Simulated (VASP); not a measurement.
Here is a VASP 6.6.1 calculation.

INCAR

```
SYSTEM = Nb
PREC = Accurate
ENCUT = 520
EDIFF = 1E-6
ISMEAR = 0
SIGMA = 0.15
LREAL = .False.
LASPH = .True.
NELM = 100
ALGO = Fast
ISIF = 2
LWAVE = .False.
LCHARG = .False.
GGA = PE
NBANDS = 12
```

The input KPOINTS:

```
regular mesh
0
Gamma
  20 20 20
  0 0 0
```

File POSCAR:

```
Nb
1.0
   -1.6639500000      1.7138685000      1.6639500000
    1.6639500000     -1.7138685000      1.6639500000
    1.6639500000      1.7138685000     -1.6639500000
Nb
1
Direct
    0.0000000000      0.0000000000      0.0000000000
```

Potentials or basis: VASP PAW PBE potentials, release 64 (Nb_sv).

The run is started by

```console
$ cat potpaw_PBE.64/Nb_sv/POTCAR > POTCAR
$ mpirun -np 1 vasp_std > vasp.out
```

Q: What does it give for the pressure?

A: -7.4 GPa.

Q: What does it give for the band gap on the k mesh?

A: Zero (an odd number of electrons rules out a gap without spin polarisation).

Stress tensor (GPa, compression positive):
```
-6.37  0.00  0.00
 0.00 -9.35  0.00
 0.00  0.00 -6.37
```

Caveat: the cell differs from its parent crystal (strain +0.0300 x Voigt [0, 1, 0, 0, 0, 0]); the cell stands under tension.
